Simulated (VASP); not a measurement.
Here is a VASP 6.6.1 calculation.

Contents of INCAR:

```
PREC     = Accurate       # precision mode
ENCUT    = 600            # plane-wave cutoff, eV
EDIFF    = 1E-6           # SCF threshold, eV
ISMEAR   = 0              # smearing method
SIGMA    = 0.01           # smearing width, eV
LREAL    = F              # projectors in reciprocal space
LASPH    = T              # aspherical terms in the spheres
NELM     = 60             # most SCF steps
ALGO     = Normal         # electronic algorithm
ISIF     = 3              # what is computed and relaxed
LWAVE    = F              # write WAVECAR
LCHARG   = F              # write CHGCAR
IBRION   = 2              # ionic algorithm
NSW      = 100            # ionic steps
EDIFFG   = -0.002         # ionic threshold
PSTRESS  = 10.0
```

Contents of KPOINTS:

```
regular mesh
0
Gamma
  8 8 8
```

Contents of POSCAR:

```
BeTe
1.0
    0.0000000000      2.7772235934      2.7772235934
    2.7772235934      0.0000000000      2.7772235934
    2.7772235934      2.7772235934      0.0000000000
Be Te
1 1
Direct
    0.0000000000      0.0000000000      0.0000000000
    0.7500000000      0.7500000000      0.7500000000
```

Potentials or basis: VASP PAW LDA potentials, release 64 (Be, Te).

Command:

```sh
$ cat potpaw_LDA.64/Be/POTCAR potpaw_LDA.64/Te/POTCAR > POTCAR
$ mpirun -np 1 vasp_std > vasp.out
```

(1) Predict the relaxed cell.

(2) Predict the band gap on the k mesh.

(3) What does it give for the relaxed volume?

Answers

(1) a = 3.913 Å, b = 3.913 Å, c = 3.913 Å, α = 60.00°, β = 60.00°, γ = 60.00°.

(2) 1.74 eV, indirect (least direct gap 3.54 eV).

(3) 21.19 Å³/atom.

Caveat: the cell is relaxed towards a set pressure, so the enthalpy falls and the energy may rise; spin-orbit coupling is left out, which moves the levels of the heavy elements.
